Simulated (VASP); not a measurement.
# Li (I4_1/amd) in VASP: single point with PBE

Aim: the single point of Li with PBE.

Everything below comes from runs of VASP 6.6.1. Logs are shortened: lines on timing, memory, paths and dates and some standing lists are left out, and cuts for length are marked.

## 1. The cell of the first run

The structure is tetragonal, space group I4_1/amd (No. 141). Conventional cell: a = 3.576 Å, b = 3.576 Å, c = 12.102 Å, α = 90.00°, β = 90.00°, γ = 90.00°. Within 3.6 Å of Li (site symmetry 2mm) lie 14 Li at 2.69 to 3.58 Å.

The cell was built from a structure type or drawn by symmetry, and may not be a known phase.

## 2. Single point, PBE

Contents of INCAR:

```
SYSTEM = Li
ALGO     = Normal         ! electronic algorithm
EDIFF    = 1E-6           ! SCF threshold, eV
ENCUT    = 520            ! plane-wave cutoff, eV
GGA      = PE             ! functional
ISIF     = 2              ! what is computed and relaxed
ISMEAR   = 0              ! smearing method
LASPH    = .TRUE.         ! aspherical terms in the spheres
LCHARG   = .TRUE.         ! write CHGCAR
LELF     = .TRUE.         ! ELF
LREAL    = .FALSE.        ! projectors in reciprocal space
LVHAR    = .TRUE.       
LWAVE    = .FALSE.        ! write WAVECAR
NBANDS   = 14             ! bands
NELM     = 60             ! most SCF steps
PREC     = Accurate       ! precision mode
SIGMA    = 0.1            ! smearing width, eV
```

Contents of KPOINTS:

```
k-points
0
G
  6 6 6
  0 0 0
```

Contents of POSCAR:

```
Li
1.0
   -1.7882344800      1.7882344800      6.0510993000
    1.7882344800     -1.7882344800      6.0510993000
    1.7882344800      1.7882344800     -6.0510993000
Li
4
Direct
    0.7920000000      0.7920000000      0.0000000000
    0.5420000000      0.0420000000      0.5000000000
    0.2080000000      0.2080000000      0.0000000000
    0.9580000000      0.4580000000      0.5000000000
```

Potentials or basis: VASP PAW PBE potentials, release 64 (Li_sv).

On the command line:

```sh
cat potpaw_PBE.64/Li_sv/POTCAR > POTCAR
mpirun -np 1 vasp_std > vasp.out
```

OUTCAR:

```text
SYSTEM = Li
   EDIFF = 1E-6
   ENCUT = 520
   GGA = PE
   ISIF = 2
   ISMEAR = 0
   LASPH = .TRUE.
   LREAL = .FALSE.
   NELM = 60
   PREC = Accurate

 ion  position               nearest neighbor table
   1  0.792  0.792  0.000-
   2  0.542  0.042  0.500-
   3  0.208  0.208  0.000-
   4  0.958  0.458  0.500-

  LATTYP: Found a body centered tetragonal cell.
 ALAT       =     3.5764689600
 C/A-ratio  =     3.3838399649

  Lattice vectors:

 A1 = (  -1.7882344800,   1.7882344800,   6.0510993000)
 A2 = (   1.7882344800,  -1.7882344800,   6.0510993000)
 A3 = (   1.7882344800,   1.7882344800,  -6.0510993000)

Analysis of symmetry for initial positions (statically):
=====================================================================
 Subroutine PRICEL returns:
 Original cell was already a primitive cell.

 Routine SETGRP: Setting up the symmetry group for a
 body centered tetragonal supercell.

 Subroutine GETGRP returns: Found 16 space group operations
 (whereof  8 operations were pure point group operations)
 out of a pool of 16 trial point group operations.

The static configuration has the point symmetry D_2d.
 The point group associated with its full space group is D_4h.

Analysis of symmetry for dynamics (positions and initial velocities):
=====================================================================
 Subroutine PRICEL returns:
 Original cell was already a primitive cell.

 Routine SETGRP: Setting up the symmetry group for a
 body centered tetragonal supercell.

 Subroutine GETGRP returns: Found 16 space group operations
 (whereof  8 operations were pure point group operations)
 out of a pool of 16 trial point group operations.

The dynamic configuration has the point symmetry D_2d.
 The point group associated with its full space group is D_4h.

 Subroutine INISYM returns: Found 16 space group operations
 (whereof  8 operations are pure point group operations),
 and found     1 'primitive' translations

----------------------------------------------------------------------------------------

                                     Primitive cell

  volume of cell :      77.4004

  direct lattice vectors                    reciprocal lattice vectors
    -1.788234480  1.788234480  6.051099300     0.000000000  0.279605390  0.082629614
     1.788234480 -1.788234480  6.051099300     0.279605390  0.000000000  0.082629614
     1.788234480  1.788234480 -6.051099300     0.279605390  0.279605390  0.000000000

  length of vectors
     6.558305257  6.558305257  6.558305257     0.291559304  0.291559304  0.395421735

  position of ions in fractional coordinates (direct lattice)
     0.792000000  0.792000000  0.000000000
     0.542000000  0.042000000  0.500000000
     0.208000000  0.208000000  0.000000000
     0.958000000  0.458000000  0.500000000

  ion indices of the primitive-cell ions
   primitive index   ion index
                 1           1
                 2           2
                 3           3
                 4           4

----------------------------------------------------------------------------------------

 KPOINTS: k-points

Automatic generation of k-mesh.
 Grid dimensions read from file:
 generate k-points for:    6    6    6

 Generating k-lattice:

  Cartesian coordinates                     Fractional coordinates (reciprocal lattice)
     0.000000000  0.046600898  0.013771602     0.166666667 -0.000000000  0.000000000
     0.046600898  0.000000000  0.013771602    -0.000000000  0.166666667  0.000000000
     0.046600898  0.046600898  0.000000000     0.000000000  0.000000000  0.166666667

  Length of vectors
     0.048593217  0.048593217  0.065903623

  Shift w.r.t. Gamma in fractional coordinates (k-lattice)
     0.000000000  0.000000000  0.000000000

 Subroutine IBZKPT returns following result:
 ===========================================

 Found     30 irreducible k-points:

 Following reciprocal coordinates:
            Coordinates               Weight
  0.000000  0.000000  0.000000      1.000000
  0.166667  0.000000  0.000000      8.000000
  0.333333 -0.000000  0.000000      8.000000
  0.500000 -0.000000  0.000000      4.000000
  0.166667  0.166667  0.000000      8.000000
  0.333333  0.166667  0.000000     16.000000
[... 16 lines left out ...]
 -0.333333 -0.333333  0.166667      8.000000
 -0.166667 -0.333333  0.166667      8.000000
 [... further k-points ...]
   k-points           NKPTS =     30   k-points in BZ     NKDIM =     30   number of bands    NBANDS=     14
   number of dos      NEDOS =    301   number of ions     NIONS =      4
   total plane-waves  NPLWV = 125000
   dimension x,y,z NGX =    50 NGY =   50 NGZ =   50
   dimension x,y,z NGXF=   100 NGYF=  100 NGZF=  100
   ions per type =               4
   NGX,Y,Z   is equivalent  to a cutoff of  12.67, 12.67, 12.67 a.u.
   NGXF,Y,Z  is equivalent  to a cutoff of  25.35, 25.35, 25.35 a.u.
 SYSTEM =  Li
   PREC   = accura    normal or accurate (medium, high low for compatibility)
   ISTART =      0    job   : 0-new  1-cont  2-samecut
   ICHARG =      2    charge: 1-file 2-atom 10-const
   ISPIN  =      1    spin polarized calculation?
   LNONCOLLINEAR =      F non collinear calculations
   LSORBIT =      F    spin-orbit coupling
   LASPH  =      T    aspherical Exc in radial PAW
   ENCUT  =  520.0 eV  38.22 Ry    6.18 a.u.  12.19 12.19 12.19*2*pi/ulx,y,z
   NELM   =     60;   NELMIN=  2; NELMDL= -5     # of ELM steps
   EDIFF  = 0.1E-05   stopping-criterion for ELM
   LREAL  =      F    real-space projection
   EDIFFG = 0.1E-04   stopping-criterion for IOM
   NSW    =      0    number of steps for IOM
   IBRION =     -1    ionic relax: 0-MD 1-quasi-New 2-CG
   NFREE  =      0    steps in history (QN), initial steepest desc. (CG)
   ISIF   =      2    stress and relaxation
   ISYM   =      2    0-nonsym 1-usesym 2-fastsym
   POTIM  = 0.5000    time-step for ionic-motion
   TEBEG  =    0.0;   TEEND  =   0.0 temperature during run
   PSTRESS=    0.0 pullay stress
   NELECT =      12.0000    total number of electrons
   NUPDOWN=      -1.0000    fix difference up-down
   EMIN   =  10.00;   EMAX   =-10.00  energy-range for DOS
   EFERMI =   0.00;   METHOD = LEGACY
   ISMEAR =     0;   SIGMA  =   0.10  broadening in eV -4-tet -1-fermi 0-gaus
   EFERMI_NEDOS =   21; number of points for ismear=-14 and -15
   IALGO  =     38    algorithm
   IMIX   =      4    mixing-type and parameters
     AMIX     =   0.40;   BMIX     =  1.00
     AMIX_MAG =   1.60;   BMIX_MAG =  1.00
  volume/ion in A,a.u.               =      19.35       130.58
  Fermi-wavevector in a.u.,A,eV,Ry     =   0.879470  1.661957 10.523655  0.773467
  Thomas-Fermi vector in A             =   1.999698
   LORBIT       =      0    0 simple, 1 ext, 2 COOP (PROOUT), +10 PAW based schemes
   GGA     = PE    functional components
   LHFCALC =     F    Hartree Fock is set to
   AEXX    =    0.0000 exact exchange contribution
   IVDW    =     0    specifies the selected vdW correction
   LEPSILON=     F    determine dielectric tensor
   LRPA    =     F    only Hartree local field effects (RPA)
 non-spin polarized calculation
 Gauss-broadening in eV      SIGMA  =   0.10
  energy-cutoff  :      520.00
  volume of cell :       77.40
 maximum number of plane-waves:      2107
 NGX is ok and might be reduce to    50
   NGX = 25   NGY = 25   NGZ = 25

 number of electron      12.0000009 magnetization

 Free energy of the ion-electron system (eV)
  ---------------------------------------------------
  ext. energy  EPLUGINS =         0.00000000
  ---------------------------------------------------
  free energy    TOTEN  =        -7.14015137 eV

  energy without entropy =       -7.13281693  energy(sigma->0) =       -7.13648415

 E-fermi :   0.7365     XC(G=0):  -7.1485

 val. band max:        0.7042424970   @ k =  -0.1667   0.1667   0.1667
 cond. band min:       0.7517392319   @ k =  -0.3333   0.1667  -0.0000
 fundamental gap:      0.0474967350
 Fermi energy:         0.7365014024

 k-point     1 :       0.0000    0.0000    0.0000
  band No.  band energies     occupation
      1     -45.9033      2.00000
      2     -45.8772      2.00000
      3     -45.8596      2.00000
      4     -45.8382      2.00000
      5      -2.8323      2.00000
      6      -0.1817      2.00000
      7       0.7965      0.39626
      8       5.9946      0.00000
      9       5.9946      0.00000
     10       6.1112      0.00000
     11       6.1112      0.00000
     12       7.4106      0.00000
     13       8.3836      0.00000
     14       9.9793      0.00000

 k-point     2 :       0.1667    0.0000    0.0000
  band No.  band energies     occupation
      1     -45.8992      2.00000
      2     -45.8761      2.00000
      3     -45.8606      2.00000
      4     -45.8417      2.00000
      5      -2.5741      2.00000
      6      -0.1431      2.00000
      7       1.2051      0.00000
      8       3.9997      0.00000
      9       4.4904      0.00000
     10       6.0638      0.00000
     11       6.7031      0.00000
     12       8.5295      0.00000
     13       9.4600      0.00000
     14      10.2838      0.00000

 k-point     3 :       0.3333   -0.0000    0.0000
  band No.  band energies     occupation
      1     -45.8887      2.00000
      2     -45.8731      2.00000
      3     -45.8633      2.00000
      4     -45.8505      2.00000
      5      -1.7934      2.00000
      6       0.1320      2.00000
      7       1.2352      0.00000
      8       2.6001      0.00000
      9       2.8610      0.00000
     10       6.7329      0.00000
     11       7.4423      0.00000
     12       7.9628      0.00000
     13       9.0044      0.00000
     14      10.1924      0.00000

 k-point     4 :       0.5000   -0.0000    0.0000
  band No.  band energies     occupation
      1     -45.8805      2.00000
      2     -45.8687      2.00000
      3     -45.8686      2.00000
      4     -45.8569      2.00000
      5      -0.5650      2.00000
      6      -0.3983      2.00000
      7       0.4716      1.99982
      8       1.8688      0.00000
      9       3.6153      0.00000
     10       5.9061      0.00000
     11       7.6865      0.00000
     12       8.5293      0.00000
     13       9.0203      0.00000
     14       9.5036      0.00000

 k-point     5 :       0.1667    0.1667    0.0000
  band No.  band energies     occupation
      1     -45.8950      2.00000
      2     -45.8766      2.00000
      3     -45.8599      2.00000
      4     -45.8451      2.00000
      5      -2.2749      2.00000
      6      -0.2859      2.00000
      7       1.8695      0.00000
      8       3.6707      0.00000
      9       3.8859      0.00000
     10       5.4373      0.00000
     11       5.8991      0.00000
[... 276 lines left out ...]
 k-point    22 :      -0.1667    0.5000    0.1667
  band No.  band energies     occupation
      1     -45.8868      2.00000
      2     -45.8774      2.00000
      3     -45.8600      2.00000
      4     -45.8515      2.00000
      5      -1.5468      2.00000
      6      -0.5673      2.00000
      7       1.1345      0.00000
      8       3.3442      0.00000
      9       3.6761      0.00000
     10       6.2867      0.00000
     11       6.4252      0.00000
     12       7.6695      0.00000
     13       8.7787      0.00000
     14      10.2573      0.00000

 k-point    23 :      -0.3333   -0.3333    0.1667
  band No.  band energies     occupation
      1     -45.8921      2.00000
      2     -45.8823      2.00000
      3     -45.8550      2.00000
      4     -45.8472      2.00000
      5      -2.0254      2.00000
      6      -1.0239      2.00000
      7       2.9599      0.00000
      8       3.5471      0.00000
      9       3.8698      0.00000
     10       5.4158      0.00000
     11       6.5654      0.00000
     12       7.7604      0.00000
     13       8.8752      0.00000
     14       9.1428      0.00000

 k-point    24 :      -0.1667   -0.3333    0.1667
  band No.  band energies     occupation
      1     -45.8971      2.00000
      2     -45.8813      2.00000
      3     -45.8559      2.00000
      4     -45.8432      2.00000
      5      -2.4078      2.00000
      6      -0.9094      2.00000
      7       2.2815      0.00000
      8       3.6921      0.00000
      9       5.0508      0.00000
     10       5.6445      0.00000
     11       7.2883      0.00000
     12       7.4934      0.00000
     13       8.9724      0.00000
     14       9.9179      0.00000

 [... further k-points ...]

------------------------ aborting loop because EDIFF is reached ----------------------------------------

  FORCE on cell =-STRESS in cart. coord.  units (eV):
  Direction    XX          YY          ZZ          XY          YZ          ZX
  --------------------------------------------------------------------------------------
  -------------------------------------------------------------------------------------
  Total        0.9833851      0.9833851     -0.3459363      0.0000000      0.0000000      0.0000000
  in kB       20.3559330     20.3559330     -7.1608328      0.0000000      0.0000000      0.0000000
  external PRESSURE =      11.1836777 kB  Pullay stress =       0.0000000 kB

 VOLUME and BASIS-vectors are now :
 -----------------------------------------------------------------------------
  energy-cutoff  :      520.00
  volume of cell :       77.40
      direct lattice vectors                 reciprocal lattice vectors
    -1.788234480  1.788234480  6.051099300     0.000000000  0.279605390  0.082629614
     1.788234480 -1.788234480  6.051099300     0.279605390  0.000000000  0.082629614
     1.788234480  1.788234480 -6.051099300     0.279605390  0.279605390  0.000000000

 POSITION                                       TOTAL-FORCE (eV/Angst)
 -----------------------------------------------------------------------------------
      0.00000      0.00000      9.58494         0.000000     -0.000000     -0.028788
      0.00000      1.78823      0.50829        -0.000000      0.000000     -0.028788
      0.00000      0.00000      2.51726         0.000000     -0.000000      0.028788
      0.00000      1.78823      5.54281        -0.000000      0.000000      0.028788
 -----------------------------------------------------------------------------------
    total drift:                                0.000000      0.000000     -0.000000

  FREE ENERGIE OF THE ION-ELECTRON SYSTEM (eV)
  ---------------------------------------------------
  free  energy   TOTEN  =        -7.1401513667 eV

  energy  without entropy=       -7.1328169310  energy(sigma->0) =       -7.13648415
```

It took 35 s on 1 thread of Intel Xeon 6975P-C (Granite Rapids), shared host; peak memory 0.31 GiB.

What came out:

```
Free energy            : -7.1402 eV
Largest force          : 0.029 eV/Å
Band gap on the k mesh : zero (bands 6 and 7 overlap by 1.17 eV)
```

Forces in eV/Å, atoms in the order of the input:
```
Li   0.000  0.000 -0.029
Li   0.000  0.000 -0.029
Li   0.000  0.000  0.029
Li   0.000  0.000  0.029
```

Levels at points of the mesh, in eV from the Fermi level:
| k point | band 2 | band 3 | band 4 | band 5 | band 6 | band 7 | band 8 | band 9 | band 10 | band 11 |
| --- | --- | --- | --- | --- | --- | --- | --- | --- | --- | --- |
| (0.00, 0.00, 0.00) | -46.61 | -46.60 | -46.57 | -3.57 | -0.92 | 0.06 | 5.26 | 5.26 | 5.37 | 5.37 |
| (0.50, 0.00, 0.00) | -46.61 | -46.61 | -46.59 | -1.30 | -1.13 | -0.26 | 1.13 | 2.88 | 5.17 | 6.95 |
| (0.50, 0.50, 0.00) | -46.60 | -46.60 | -46.60 | 0.31 | 0.31 | 0.70 | 0.70 | 3.34 | 3.34 | 4.34 |
| (0.50, 0.50, 0.50) | -46.63 | -46.58 | -46.58 | -2.82 | -2.82 | 3.58 | 3.58 | 4.36 | 4.36 | 7.45 |

Caveat: the cutoff is under 1.25 times the usual one of these potentials, so pressure, stress and relaxed cells hold a basis-set (Pulay) error.
